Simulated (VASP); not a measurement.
# Al (Fm-3m) in VASP: a series of runs, part 2 of 2

VASP 6.6.1.

## (3) Relaxation of cell and atoms, PBEsol

Input file INCAR:

```
SYSTEM = Al
PREC     = Accurate       ! precision mode
ENCUT    = 500            ! plane-wave cutoff, eV
EDIFF    = 1E-7           ! SCF threshold, eV
ISMEAR   = -1             ! smearing method
SIGMA    = 0.15           ! smearing width, eV
LREAL    = .FALSE.        ! projectors in reciprocal space
LASPH    = .TRUE.         ! aspherical terms in the spheres
NELM     = 120            ! most SCF steps
ALGO     = Normal         ! electronic algorithm
ISIF     = 3              ! what is computed and relaxed
LWAVE    = .FALSE.        ! write WAVECAR
LCHARG   = .FALSE.        ! write CHGCAR
GGA      = PS             ! functional
IBRION   = 2              ! ionic algorithm
NSW      = 80             ! ionic steps
EDIFFG   = -0.001         ! ionic threshold
GGA_COMPAT= .FALSE.      
NELMIN   = 4
```

Input file KPOINTS:

```
Automatic mesh
0
G
  20 20 20
  0 0 0
```

Input file POSCAR:

```
Al
1.0
    0.0000000000      2.0075591387      2.0075591387
    2.0075591387      0.0000000000      2.0075591387
    2.0075591387      2.0075591387      0.0000000000
Al
1
Direct
    0.0000000000      0.0000000000      0.0000000000
```

Potentials or basis: VASP PAW PBE potentials, release 64 (Al).

Run with:

```bash
> cat potpaw_PBE.64/Al/POTCAR > POTCAR
> mpirun -np 1 vasp_std > vasp.out
```

OUTCAR:

```text
SYSTEM = Al
   PREC = Accurate
   ENCUT = 500
   EDIFF = 1E-7
   ISMEAR = -1
   LREAL = .FALSE.
   LASPH = .TRUE.
   NELM = 120
   ISIF = 3
   GGA = PS
   IBRION = 2
   NSW = 80
   EDIFFG = -0.001
   NELMIN = 4

 ion  position               nearest neighbor table
   1  0.000  0.000  0.000-

  LATTYP: Found a face centered cubic cell.
 ALAT       =     4.0151182774

  Lattice vectors:

 A1 = (   0.0000000000,   2.0075591387,   2.0075591387)
 A2 = (   2.0075591387,   0.0000000000,   2.0075591387)
 A3 = (   2.0075591387,   2.0075591387,   0.0000000000)

Analysis of symmetry for initial positions (statically):
=====================================================================
 Subroutine PRICEL returns:
 Original cell was already a primitive cell.

 Routine SETGRP: Setting up the symmetry group for a
 face centered cubic supercell.

 Subroutine GETGRP returns: Found 48 space group operations
 (whereof 48 operations were pure point group operations)
 out of a pool of 48 trial point group operations.

The static configuration has the point symmetry O_h .

Analysis of symmetry for dynamics (positions and initial velocities):
=====================================================================
 Subroutine PRICEL returns:
 Original cell was already a primitive cell.

 Routine SETGRP: Setting up the symmetry group for a
 face centered cubic supercell.

 Subroutine GETGRP returns: Found 48 space group operations
 (whereof 48 operations were pure point group operations)
 out of a pool of 48 trial point group operations.

The dynamic configuration has the point symmetry O_h .

 Subroutine INISYM returns: Found 48 space group operations
 (whereof 48 operations are pure point group operations),
 and found     1 'primitive' translations

----------------------------------------------------------------------------------------

                                     Primitive cell

  volume of cell :      16.1821

  direct lattice vectors                    reciprocal lattice vectors
     0.000000000  2.007559139  2.007559139    -0.249058666  0.249058666  0.249058666
     2.007559139  0.000000000  2.007559139     0.249058666 -0.249058666  0.249058666
     2.007559139  2.007559139  0.000000000     0.249058666  0.249058666 -0.249058666

  length of vectors
     2.839117361  2.839117361  2.839117361     0.431382263  0.431382263  0.431382263

  position of ions in fractional coordinates (direct lattice)
     0.000000000  0.000000000  0.000000000

  ion indices of the primitive-cell ions
   primitive index   ion index
                 1           1

----------------------------------------------------------------------------------------

 KPOINTS: Automatic mesh

Automatic generation of k-mesh.
 Grid dimensions read from file:
 generate k-points for:   20   20   20

 Generating k-lattice:

  Cartesian coordinates                     Fractional coordinates (reciprocal lattice)
    -0.012452933  0.012452933  0.012452933     0.050000000  0.000000000  0.000000000
     0.012452933 -0.012452933  0.012452933     0.000000000  0.050000000  0.000000000
     0.012452933  0.012452933 -0.012452933     0.000000000  0.000000000  0.050000000

  Length of vectors
     0.021569113  0.021569113  0.021569113

  Shift w.r.t. Gamma in fractional coordinates (k-lattice)
     0.000000000  0.000000000  0.000000000

 Subroutine IBZKPT returns following result:
 ===========================================

 Found    256 irreducible k-points:

 Following reciprocal coordinates:
            Coordinates               Weight
  0.000000  0.000000  0.000000      1.000000
  0.050000  0.000000  0.000000      8.000000
  0.100000  0.000000  0.000000      8.000000
  0.150000  0.000000  0.000000      8.000000
  0.200000  0.000000  0.000000      8.000000
  0.250000  0.000000  0.000000      8.000000
[... 16 lines left out ...]
 -0.400000  0.050000  0.000000     24.000000
 -0.350000  0.050000  0.000000     24.000000
 [... further k-points ...]
   k-points           NKPTS =    256   k-points in BZ     NKDIM =    256   number of bands    NBANDS=      5
   number of dos      NEDOS =    301   number of ions     NIONS =      1
   total plane-waves  NPLWV =  13824
   dimension x,y,z NGX =    24 NGY =   24 NGZ =   24
   dimension x,y,z NGXF=    48 NGYF=   48 NGZF=   48
   ions per type =               1
   NGX,Y,Z   is equivalent  to a cutoff of  14.05, 14.05, 14.05 a.u.
   NGXF,Y,Z  is equivalent  to a cutoff of  28.11, 28.11, 28.11 a.u.
 SYSTEM =  Al
   PREC   = accura    normal or accurate (medium, high low for compatibility)
   ISTART =      0    job   : 0-new  1-cont  2-samecut
   ICHARG =      2    charge: 1-file 2-atom 10-const
   ISPIN  =      1    spin polarized calculation?
   LNONCOLLINEAR =      F non collinear calculations
   LSORBIT =      F    spin-orbit coupling
   LASPH  =      T    aspherical Exc in radial PAW
   ENCUT  =  500.0 eV  36.75 Ry    6.06 a.u.   5.18  5.18  5.18*2*pi/ulx,y,z
   NELM   =    120;   NELMIN=  4; NELMDL= -5     # of ELM steps
   EDIFF  = 0.1E-06   stopping-criterion for ELM
   LREAL  =      F    real-space projection
   EDIFFG = -.1E-02   stopping-criterion for IOM
   NSW    =     80    number of steps for IOM
   IBRION =      2    ionic relax: 0-MD 1-quasi-New 2-CG
   NFREE  =      1    steps in history (QN), initial steepest desc. (CG)
   ISIF   =      3    stress and relaxation
   ISYM   =      2    0-nonsym 1-usesym 2-fastsym
   POTIM  = 0.5000    time-step for ionic-motion
   TEBEG  =    0.0;   TEEND  =   0.0 temperature during run
   PSTRESS=    0.0 pullay stress
   NELECT =       3.0000    total number of electrons
   NUPDOWN=      -1.0000    fix difference up-down
   EMIN   =  10.00;   EMAX   =-10.00  energy-range for DOS
   EFERMI =   0.00;   METHOD = LEGACY
   ISMEAR =    -1;   SIGMA  =   0.15  broadening in eV -4-tet -1-fermi 0-gaus
   EFERMI_NEDOS =   21; number of points for ismear=-14 and -15
   IALGO  =     38    algorithm
   IMIX   =      4    mixing-type and parameters
     AMIX     =   0.40;   BMIX     =  1.00
     AMIX_MAG =   1.60;   BMIX_MAG =  1.00
  volume/ion in A,a.u.               =      16.18       109.20
  Fermi-wavevector in a.u.,A,eV,Ry     =   0.933477  1.764016 11.855832  0.871379
  Thomas-Fermi vector in A             =   2.060182
   LORBIT       =      0    0 simple, 1 ext, 2 COOP (PROOUT), +10 PAW based schemes
   GGA     = PS    functional components
   LHFCALC =     F    Hartree Fock is set to
   AEXX    =    0.0000 exact exchange contribution
   IVDW    =     0    specifies the selected vdW correction
   LEPSILON=     F    determine dielectric tensor
   LRPA    =     F    only Hartree local field effects (RPA)
 conjugate gradient relaxation of ions
 non-spin polarized calculation
  energy-cutoff  :      500.00
  volume of cell :       16.18
 maximum number of plane-waves:       424
 NGX is ok and might be reduce to    24
   NGX = 11   NGY = 11   NGZ = 11

--------------------------------------- Ionic step        1  -------------------------------------------

 number of electron       3.0000000 magnetization

 Free energy of the ion-electron system (eV)
  ---------------------------------------------------
  ext. energy  EPLUGINS =         0.00000000
  ---------------------------------------------------
  free energy    TOTEN  =        -4.10685971 eV

  energy without entropy =       -4.07710566  energy(sigma->0) =       -4.09198269

------------------------ aborting loop because EDIFF is reached ----------------------------------------

  FORCE on cell =-STRESS in cart. coord.  units (eV):
  Direction    XX          YY          ZZ          XY          YZ          ZX
  --------------------------------------------------------------------------------------
  -------------------------------------------------------------------------------------
  Total        0.0137900      0.0137900      0.0137900     -0.0000000     -0.0000000      0.0000000
  in kB        1.3653371      1.3653371      1.3653371     -0.0000000     -0.0000000      0.0000000
  external PRESSURE =       1.3653371 kB  Pullay stress =       0.0000000 kB
[... 57 lines left out ...]
--------------------------------------- Ionic step        3  -------------------------------------------

 number of electron       3.0000000 magnetization

 Free energy of the ion-electron system (eV)
  ---------------------------------------------------
  ext. energy  EPLUGINS =         0.00000000
  ---------------------------------------------------
  free energy    TOTEN  =        -4.10687078 eV

  energy without entropy =       -4.07707614  energy(sigma->0) =       -4.09197346

 E-fermi :   8.1539     XC(G=0): -10.3220

 val. band max:        8.1536961995   @ k =  -0.4000   0.3500   0.0000
 cond. band min:       8.1915346426   @ k =  -0.3500   0.3500   0.0000
 fundamental gap:      0.0378384431
 Fermi energy:         8.1538824623

 k-point     1 :       0.0000    0.0000    0.0000
  band No.  band energies     occupation
      1      -3.1170      2.00000
      2      20.8300      0.00000
      3      20.8300      0.00000
      4      20.8300      0.00000
      5      22.4572      0.00000
[... 177 lines left out ...]
 k-point    24 :      -0.3500    0.0500    0.0000
  band No.  band energies     occupation
      1       0.5926      2.00000
      2       7.5841      1.95618
      3      17.5536      0.00000
      4      20.1287      0.00000
      5      20.1714      0.00000

 [... further k-points ...]
[... 5 lines left out ...]
  --------------------------------------------------------------------------------------
  -------------------------------------------------------------------------------------
  Total        0.0002053      0.0002053      0.0002053     -0.0000000     -0.0000000     -0.0000000
  in kB        0.0202909      0.0202909      0.0202909     -0.0000000     -0.0000000     -0.0000000
  external PRESSURE =       0.0202909 kB  Pullay stress =       0.0000000 kB
[... 16 lines left out ...]
  FREE ENERGIE OF THE ION-ELECTRON SYSTEM (eV)
  ---------------------------------------------------
  free  energy   TOTEN  =        -4.1068707789 eV

  energy  without entropy=       -4.0770761427  energy(sigma->0) =       -4.09197346

 reached required accuracy - stopping structural energy minimisation
```

It took 13 s on 1 thread of Intel Xeon Platinum 8488C (Sapphire Rapids), shared host; peak memory 0.14 GiB.

Results:

- Free energy: -4.1069 eV
- Relaxed volume: 16.21 Å³/atom
- Relaxed cell: a = 2.841 Å, b = 2.841 Å, c = 2.841 Å, α = 60.00°, β = 60.00°, γ = 60.00°
- Space group after relaxing (to 0.05 Å): Fm-3m (No. 225)
- Energy gained by relaxing: 0.0 meV/atom
- Ionic steps: 3
- Pressure after relaxing: 0.0 GPa

Final structure:
```
Al
1.0
     0.00000    2.00865    2.00865
     2.00865    0.00000    2.00865
     2.00865    2.00865    0.00000
Al
1
Direct
  0.00000 0.00000 0.00000
```

Levels at points of the mesh, in eV from the Fermi level:
| k point | band 1 | band 2 | band 3 | band 4 | band 5 |
| --- | --- | --- | --- | --- | --- |
| (0.00, 0.00, 0.00) | -11.27 | 12.68 | 12.68 | 12.68 | 14.30 |
| (0.50, 0.00, 0.00) | -4.68 | -4.42 | 11.50 | 11.50 | 11.57 |
| (0.50, 0.50, 0.00) | -2.98 | -1.63 | 5.24 | 5.65 | 5.65 |

Caveat: the PAW data sets were made with another functional, which shifts forces and pressure a little.
